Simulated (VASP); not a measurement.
# K (Pm-3m) in VASP: further runs, part 3 of 3

VASP 6.6.1.

## Step 4: Single point, PBEsol

This run uses another cell than the first one, of 85.69 Å³/atom, 1.059 times its volume.

Contents of INCAR:

```
PREC = Accurate
ENCUT = 520
EDIFF = 1E-6
ISMEAR = -1
SIGMA = 0.05
LREAL = False
LASPH = True
NELM = 60
ALGO = Normal
ISIF = 2
LWAVE = False
LCHARG = False
GGA = PS
NBANDS = 10
```

Contents of KPOINTS:

```
regular mesh
0
Gamma
  6 6 6
```

Contents of POSCAR:

```
K
1.0
    4.4087563280      0.0000000000      0.0000000000
    0.0000000000      4.4087563280      0.0000000000
    0.0000000000      0.0000000000      4.4087563280
K
1
Direct
    0.0000000000      0.0000000000      0.0000000000
```

Potentials or basis: VASP PAW PBE potentials, release 64 (K_sv).

Started as:

```sh
$ cat potpaw_PBE.64/K_sv/POTCAR > POTCAR
$ mpirun -np 1 vasp_std > vasp.out
```

OUTCAR:

```text
PREC = Accurate
   ENCUT = 520
   EDIFF = 1E-6
   ISMEAR = -1
   LREAL = False
   LASPH = True
   NELM = 60
   ISIF = 2
   GGA = PS

 ion  position               nearest neighbor table
   1  0.000  0.000  0.000-

  LATTYP: Found a simple cubic cell.
 ALAT       =     4.4087563280

  Lattice vectors:

 A1 = (   4.4087563280,   0.0000000000,   0.0000000000)
 A2 = (   0.0000000000,   4.4087563280,   0.0000000000)
 A3 = (   0.0000000000,   0.0000000000,   4.4087563280)

Analysis of symmetry for initial positions (statically):
=====================================================================
 Subroutine PRICEL returns:
 Original cell was already a primitive cell.

 Routine SETGRP: Setting up the symmetry group for a
 simple cubic supercell.

 Subroutine GETGRP returns: Found 48 space group operations
 (whereof 48 operations were pure point group operations)
 out of a pool of 48 trial point group operations.

The static configuration has the point symmetry O_h .

Analysis of symmetry for dynamics (positions and initial velocities):
=====================================================================
 Subroutine PRICEL returns:
 Original cell was already a primitive cell.

 Routine SETGRP: Setting up the symmetry group for a
 simple cubic supercell.

 Subroutine GETGRP returns: Found 48 space group operations
 (whereof 48 operations were pure point group operations)
 out of a pool of 48 trial point group operations.

The dynamic configuration has the point symmetry O_h .

 Subroutine INISYM returns: Found 48 space group operations
 (whereof 48 operations are pure point group operations),
 and found     1 'primitive' translations

----------------------------------------------------------------------------------------

                                     Primitive cell

  volume of cell :      85.6936

  direct lattice vectors                    reciprocal lattice vectors
     4.408756328  0.000000000  0.000000000     0.226821336  0.000000000  0.000000000
     0.000000000  4.408756328  0.000000000     0.000000000  0.226821336  0.000000000
     0.000000000  0.000000000  4.408756328     0.000000000  0.000000000  0.226821336

  length of vectors
     4.408756328  4.408756328  4.408756328     0.226821336  0.226821336  0.226821336

  position of ions in fractional coordinates (direct lattice)
     0.000000000  0.000000000  0.000000000

  ion indices of the primitive-cell ions
   primitive index   ion index
                 1           1

----------------------------------------------------------------------------------------

 KPOINTS: regular mesh

Automatic generation of k-mesh.
 Grid dimensions read from file:
 generate k-points for:    6    6    6

 Generating k-lattice:

  Cartesian coordinates                     Fractional coordinates (reciprocal lattice)
     0.037803556  0.000000000  0.000000000     0.166666667  0.000000000  0.000000000
     0.000000000  0.037803556  0.000000000     0.000000000  0.166666667  0.000000000
     0.000000000  0.000000000  0.037803556     0.000000000  0.000000000  0.166666667

  Length of vectors
     0.037803556  0.037803556  0.037803556

  Shift w.r.t. Gamma in fractional coordinates (k-lattice)
     0.000000000  0.000000000  0.000000000

 Subroutine IBZKPT returns following result:
 ===========================================

 Found     20 irreducible k-points:

 Following reciprocal coordinates:
            Coordinates               Weight
  0.000000  0.000000  0.000000      1.000000
  0.166667  0.000000  0.000000      6.000000
  0.333333  0.000000  0.000000      6.000000
  0.500000  0.000000  0.000000      3.000000
  0.166667  0.166667  0.000000     12.000000
  0.333333  0.166667  0.000000     24.000000
[... 12 lines left out ...]
  0.500000  0.500000  0.333333      6.000000
  0.500000  0.500000  0.500000      1.000000
   k-points           NKPTS =     20   k-points in BZ     NKDIM =     20   number of bands    NBANDS=     10
   number of dos      NEDOS =    301   number of ions     NIONS =      1
   total plane-waves  NPLWV =  46656
   dimension x,y,z NGX =    36 NGY =   36 NGZ =   36
   dimension x,y,z NGXF=    72 NGYF=   72 NGZF=   72
   ions per type =               1
   NGX,Y,Z   is equivalent  to a cutoff of  13.57, 13.57, 13.57 a.u.
   NGXF,Y,Z  is equivalent  to a cutoff of  27.15, 27.15, 27.15 a.u.
 SYSTEM =  unknown system
   PREC   = accura    normal or accurate (medium, high low for compatibility)
   ISTART =      0    job   : 0-new  1-cont  2-samecut
   ICHARG =      2    charge: 1-file 2-atom 10-const
   ISPIN  =      1    spin polarized calculation?
   LNONCOLLINEAR =      F non collinear calculations
   LSORBIT =      F    spin-orbit coupling
   LASPH  =      T    aspherical Exc in radial PAW
   ENCUT  =  520.0 eV  38.22 Ry    6.18 a.u.   8.20  8.20  8.20*2*pi/ulx,y,z
   NELM   =     60;   NELMIN=  2; NELMDL= -5     # of ELM steps
   EDIFF  = 0.1E-05   stopping-criterion for ELM
   LREAL  =      F    real-space projection
   EDIFFG = 0.1E-04   stopping-criterion for IOM
   NSW    =      0    number of steps for IOM
   IBRION =     -1    ionic relax: 0-MD 1-quasi-New 2-CG
   NFREE  =      0    steps in history (QN), initial steepest desc. (CG)
   ISIF   =      2    stress and relaxation
   ISYM   =      2    0-nonsym 1-usesym 2-fastsym
   POTIM  = 0.5000    time-step for ionic-motion
   TEBEG  =    0.0;   TEEND  =   0.0 temperature during run
   PSTRESS=    0.0 pullay stress
   NELECT =       9.0000    total number of electrons
   NUPDOWN=      -1.0000    fix difference up-down
   EMIN   =  10.00;   EMAX   =-10.00  energy-range for DOS
   EFERMI =   0.00;   METHOD = LEGACY
   ISMEAR =    -1;   SIGMA  =   0.05  broadening in eV -4-tet -1-fermi 0-gaus
   EFERMI_NEDOS =   21; number of points for ismear=-14 and -15
   IALGO  =     38    algorithm
   IMIX   =      4    mixing-type and parameters
     AMIX     =   0.40;   BMIX     =  1.00
     AMIX_MAG =   1.60;   BMIX_MAG =  1.00
  volume/ion in A,a.u.               =      85.69       578.29
  Fermi-wavevector in a.u.,A,eV,Ry     =   0.772395  1.459615  8.117159  0.596594
  Thomas-Fermi vector in A             =   1.874018
   LORBIT       =      0    0 simple, 1 ext, 2 COOP (PROOUT), +10 PAW based schemes
   GGA     = PS    functional components
   LHFCALC =     F    Hartree Fock is set to
   AEXX    =    0.0000 exact exchange contribution
   IVDW    =     0    specifies the selected vdW correction
   LEPSILON=     F    determine dielectric tensor
   LRPA    =     F    only Hartree local field effects (RPA)
 non-spin polarized calculation
  energy-cutoff  :      520.00
  volume of cell :       85.69
 maximum number of plane-waves:      2332
 NGX is ok and might be reduce to    36
   NGX = 17   NGY = 17   NGZ = 17

 number of electron       9.0000001 magnetization

 Free energy of the ion-electron system (eV)
  ---------------------------------------------------
  ext. energy  EPLUGINS =         0.00000000
  ---------------------------------------------------
  free energy    TOTEN  =        -1.01278119 eV

  energy without entropy =       -1.00246084  energy(sigma->0) =       -1.00762101

 E-fermi :  -0.3836     XC(G=0):  -5.3235

 val. band max:       -0.5082269195   @ k =   0.5000   0.0000   0.0000
 cond. band min:      -0.3789582349   @ k =   0.3333   0.3333   0.1667
 fundamental gap:      0.1292686846
 Fermi energy:        -0.3836090956

 k-point     1 :       0.0000    0.0000    0.0000
  band No.  band energies     occupation
      1     -32.6833      2.00000
      2     -16.1903      2.00000
      3     -16.1903      2.00000
      4     -16.1903      2.00000
      5      -2.4037      2.00000
      6       2.4282      0.00000
      7       2.4282      0.00000
      8       5.5777      0.00000
      9       5.5821      0.00000
     10       5.5850      0.00000

 k-point     2 :       0.1667    0.0000    0.0000
  band No.  band energies     occupation
      1     -32.6826      2.00000
      2     -16.2073      2.00000
      3     -16.1889      2.00000
      4     -16.1889      2.00000
      5      -2.1622      2.00000
      6       2.0826      0.00000
      7       2.5488      0.00000
      8       4.8222      0.00000
      9       4.8222      0.00000
     10       5.0304      0.00000
[... 222 lines left out ...]
 k-point    20 :       0.5000    0.5000    0.5000
  band No.  band energies     occupation
      1     -32.6743      2.00000
      2     -16.2419      2.00000
      3     -16.2419      2.00000
      4     -16.2419      2.00000
      5       1.8558      0.00000
      6       1.8558      0.00000
      7       1.8558      0.00000
      8       3.5655      0.00000
      9       3.5655      0.00000
     10       3.5658      0.00000

------------------------ aborting loop because EDIFF is reached ----------------------------------------

  FORCE on cell =-STRESS in cart. coord.  units (eV):
  Direction    XX          YY          ZZ          XY          YZ          ZX
  --------------------------------------------------------------------------------------
  -------------------------------------------------------------------------------------
  Total       -0.1548648     -0.1548648     -0.1548648      0.0000000     -0.0000000      0.0000000
  in kB       -2.8954428     -2.8954428     -2.8954428      0.0000000     -0.0000000      0.0000000
  external PRESSURE =      -2.8954428 kB  Pullay stress =       0.0000000 kB

 VOLUME and BASIS-vectors are now :
 -----------------------------------------------------------------------------
  energy-cutoff  :      520.00
  volume of cell :       85.69
      direct lattice vectors                 reciprocal lattice vectors
     4.408756328  0.000000000  0.000000000     0.226821336  0.000000000  0.000000000
     0.000000000  4.408756328  0.000000000     0.000000000  0.226821336  0.000000000
     0.000000000  0.000000000  4.408756328     0.000000000  0.000000000  0.226821336

 POSITION                                       TOTAL-FORCE (eV/Angst)
 -----------------------------------------------------------------------------------
      0.00000      0.00000      0.00000         0.000000      0.000000      0.000000
 -----------------------------------------------------------------------------------
    total drift:                                0.000000     -0.000000     -0.000000

  FREE ENERGIE OF THE ION-ELECTRON SYSTEM (eV)
  ---------------------------------------------------
  free  energy   TOTEN  =        -1.0127811876 eV

  energy  without entropy=       -1.0024608359  energy(sigma->0) =       -1.00762101
```

OSZICAR:

```text
N       E                     dE             d eps       ncg     rms          rms(c)
DAV:   1     0.485421752394E+02    0.48542E+02   -0.35612E+03   400   0.678E+02
DAV:   2     0.879639360694E+00   -0.47663E+02   -0.47171E+02   428   0.192E+02
DAV:   3    -0.959377589076E+00   -0.18390E+01   -0.18336E+01   640   0.299E+01
DAV:   4    -0.101506903540E+01   -0.55691E-01   -0.55215E-01   542   0.436E+00
DAV:   5    -0.101633861867E+01   -0.12696E-02   -0.12692E-02   616   0.474E-01    0.153E+00
DAV:   6    -0.101397225505E+01    0.23664E-02   -0.34133E-03   578   0.390E-01    0.101E+00
DAV:   7    -0.101276276492E+01    0.12095E-02   -0.62927E-03   548   0.484E-01    0.891E-02
DAV:   8    -0.101277630241E+01   -0.13537E-04   -0.54931E-04   548   0.226E-01    0.428E-02
DAV:   9    -0.101278863944E+01   -0.12337E-04   -0.35344E-05   612   0.585E-02    0.247E-02
DAV:  10    -0.101278155236E+01    0.70871E-05   -0.24357E-05   510   0.370E-02    0.514E-03
DAV:  11    -0.101278118762E+01    0.36474E-06   -0.89759E-07   470   0.661E-03
   1 F= -.10127812E+01 E0= -.10076210E+01  d E =-.103204E-01
```

stdout:

```text
POSCAR found type information on POSCAR K
 POSCAR found :  1 types and       1 ions
 scaLAPACK will be used
 -----------------------------------------------------------------------------
|                                                                             |
|                                                                             |
|     You enforced a specific xc type in the INCAR file but a different       |
|     I HOPE YOU KNOW WHAT YOU ARE DOING!                                     |
|                                                                             |
 -----------------------------------------------------------------------------

 LDA part: xc-table for (Slater+PW92), standard interpolation
 POSCAR, INCAR and KPOINTS ok, starting setup
 FFT: planning ... GRIDC
 FFT: planning ... GRID_SOFT
 FFT: planning ... GRID
 WAVECAR not read
 entering main loop
```

Run time: 12 s. Hardware: 1 thread of Intel Xeon 6975P-C, shared host; peak memory 0.19 GiB.

Results:

- Free energy: -1.0128 eV
- Pressure: -0.3 GPa

Levels at points of the mesh, in eV from the Fermi level:
```csv
k point,band 1,band 2,band 3,band 4,band 5,band 6,band 7,band 8
"(0.00, 0.00, 0.00)",-32.30,-15.81,-15.81,-15.81,-2.02,2.81,2.81,5.96
"(0.50, 0.00, 0.00)",-32.30,-15.87,-15.80,-15.80,-0.12,0.13,3.39,4.51
"(0.50, 0.50, 0.00)",-32.29,-15.87,-15.87,-15.80,1.14,1.90,1.97,1.97
"(0.50, 0.50, 0.50)",-32.29,-15.86,-15.86,-15.86,2.24,2.24,2.24,3.95
```

Caveat: the PAW data sets were made with another functional, which shifts forces and pressure a little.

## Step 5: The runs side by side

```tsv
cell	gap on the mesh (eV)	pressure (GPa)
a = 4.325 Å, 1 atom	none	-0.2
a = 4.367 Å, 1 atom	none	-0.2
a = 4.409 Å, 1 atom	none	-0.3
```

Alike in all rows: task single point; level PBEsol; potentials or basis VASP PAW PBE potentials, release 64 (K_sv); no spin polarisation; k mesh 6 × 6 × 6; cutoff (eV) 520; smearing fermi-dirac 0.05 eV.

Caveats: the PAW data sets were made with another functional, which shifts forces and pressure a little.

Total energies depend on the potentials used, so only differences within one code and one set of settings carry meaning.
